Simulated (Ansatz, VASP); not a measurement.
# Two plane-wave programs on Ga2O3

```xyz
10
Lattice="2.5288 1.4600 4.5409 -2.5288 1.4600 4.5409 0.0000 -2.9200 4.5409" Properties=species:S:1:pos:R:3 pbc="T T T"
Ga    0.0000    0.0000   11.6588
Ga    0.0000    0.0000    8.7751
Ga    0.0000    0.0000    1.9638
Ga    0.0000    0.0000    4.8475
O     0.7665    1.5923    5.6761
O     0.9957   -1.4600    5.6761
O    -1.7623   -0.1323    5.6761
O    -0.7665   -1.5923    7.9465
O     1.7623    0.1323    7.9465
O    -0.9957    1.4600    7.9465
```

Alike in both runs: functional PBE; k mesh 6 × 6 × 6; occupations gaussian, width 0.02 eV; no spin polarisation.

Ansatz relaxed the structure, and its values are those at the end. VASP's run is a single point on that final structure, the one shown.

|  | VASP | Ansatz |
| --- | --- | --- |
| version | VASP 6.6.1 | Ansatz 0.2.0 |
| potentials or method | VASP PAW PBE potentials, release 64 (Ga_d, O), cutoff 520 eV | scalar-relativistic, plane waves, PAW |
| valence electrons in the cell | 88 | 88 |

```tsv
	VASP	Ansatz	Ansatz less VASP
gap on the k mesh at the Fermi level (eV)	2.39	2.40	+0.009
least direct gap on the mesh (eV)	2.63	2.63	+0.008
pressure (GPa)	1.0	0.0	-0.97
rms of the force components (eV/Å)	0.004	0.000	-0.0040
```
